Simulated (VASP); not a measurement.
Here is a VASP 6.6.1 calculation.

File INCAR:

```
PREC = Accurate
ENCUT = 520
EDIFF = 1E-7
ISMEAR = 0
SIGMA = 0.05
LREAL = False
LASPH = True
NELM = 100
ALGO = Normal
ISIF = 2
LWAVE = False
LCHARG = True
GGA = PS
LELF = True
LVHAR = True
NBANDS = 20
```

File KPOINTS:

```
Automatic mesh
0
Gamma
  12 12 12
```

File POSCAR:

```
WS2
1.0
    1.5738034030      0.9086358184      6.3704647103
   -1.5738034030      0.9086358184      6.3704647103
    0.0000000000     -1.8172716367      6.3704647103
W S
1 2
Direct
    0.9993284864      0.9993284864      0.9993284864
    0.7479630318      0.7479630318      0.7479630318
    0.5840084819      0.5840084819      0.5840084819
```

Potentials or basis: VASP PAW PBE potentials, release 64 (W_sv, S).

Run with:

```console
$ cat potpaw_PBE.64/W_sv/POTCAR potpaw_PBE.64/S/POTCAR > POTCAR
$ mpirun -np 1 vasp_std > vasp.out
```

(1) What does it give for the largest force?

(2) What does it give for the pressure?

(3) What does it give for the band gap on the k mesh?

Answers

(1) 0.021 eV/Å.

(2) 0.1 GPa.

(3) 1.16 eV, indirect (least direct gap 1.93 eV).

Caveat: the PAW data sets were made with another functional, which shifts forces and pressure a little; spin-orbit coupling is left out, which moves the levels of the heavy elements.
